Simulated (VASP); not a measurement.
CdS:

```xyz
2
Lattice="4.2612 0.0000 0.0000 -2.1306 3.6903 0.0000 0.0000 0.0000 5.8042" Properties=species:S:1:pos:R:3 pbc="T T T"
Cd    0.0000    0.0000    2.5695
S     2.1306    1.2301    2.5208
```

```yaml
Program: VASP 6.6.1
Task: relaxation of cell and atoms
Functional: HF
Potentials_or_basis: VASP PAW PBE potentials, release 64 (Cd, S)
Cutoff: 600 eV
k_mesh: 4 × 4 × 3
Occupations: fermi-dirac, width 0.05 eV
Spin: no spin polarisation
```

At the start: pressure 1.3 GPa; volume 45.64 Å³/atom.

Question: How do energy, volume and symmetry change on relaxing?

Answer: Over 10 steps the energy falls by 7.9 meV/atom and the volume is 45.72 Å³/atom (+0.2 %); space group P-6m2 (No. 187, to 0.1 Å) before and after.

Step by step:
| step | energy change (eV) | largest force (eV/Å) | pressure (GPa) | volume (Å³) |
| --- | --- | --- | --- | --- |
| 1 | 0.0000 | 0.0114 | 1.28 | 91.27 |
| 2 | -0.0007 | 0.0332 | -1.17 | 96.15 |
| 3 | -0.0146 | 0.0235 | -0.05 | 93.69 |
| 4 | -0.0146 | 0.0232 | -0.02 | 93.64 |
| 5 | -0.0147 | 0.0258 | 0.00 | 93.58 |
| 6 | -0.0149 | 0.0242 | 0.01 | 93.38 |
| 7 | -0.0152 | 0.0122 | -0.01 | 92.98 |
| 8 | -0.0157 | 0.0009 | -0.02 | 92.19 |
| 9 | -0.0156 | 0.0219 | -0.04 | 90.60 |
| 10 | -0.0158 | 0.0057 | -0.01 | 91.43 |

Final structure:
```
CELL_PARAMETERS angstrom
4.31831 0.00000 0.00000
-2.15916 3.73977 0.00000
0.00000 0.00000 5.66151
ATOMIC_POSITIONS crystal
Cd 0.00000 0.00000 0.43683
S 0.66667 0.33333 0.44017
```

Caveat: the k points lie up to 0.42 Å⁻¹ apart in the final cell; the PAW data sets were made with another functional, which shifts forces and pressure a little.
